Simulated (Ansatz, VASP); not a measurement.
**ZnSe in VASP and in Ansatz**

```
Zn Se
1.0
     4.05380    0.00000    0.00000
     0.00000    5.73294    0.00000
     0.00000    0.00000    4.05380
Zn Se
2 2
Direct
  0.00000 0.00000 0.00000
  0.50000 0.50000 0.50000
  0.50000 0.25000 0.00000
  0.00000 0.75000 0.50000
```

Alike in both runs: task single point; functional PBE; k mesh 8 × 6 × 8; occupations gaussian, width 0.02 eV; no spin polarisation.

```csv
,VASP,Ansatz
version,VASP 6.6.1,Ansatz 0.2.0
potentials or method,"VASP PAW PBE potentials, release 64 (Zn, Se), cutoff 500 eV","scalar-relativistic, plane waves, PAW"
valence electrons in the cell,36,56
```

|  | VASP | Ansatz | Ansatz less VASP |
| --- | --- | --- | --- |
| gap on the k mesh at the Fermi level (eV) | 1.15 | 1.15 | -0.004 |
| least direct gap on the mesh (eV) | 1.15 | 1.15 | -0.004 |
| pressure (GPa) | 0.2 | 0.0 | -0.19 |

VASP's potentials hold 36 valence electrons a cell and Ansatz's 56, so a difference there can come from the potentials and not from the codes.
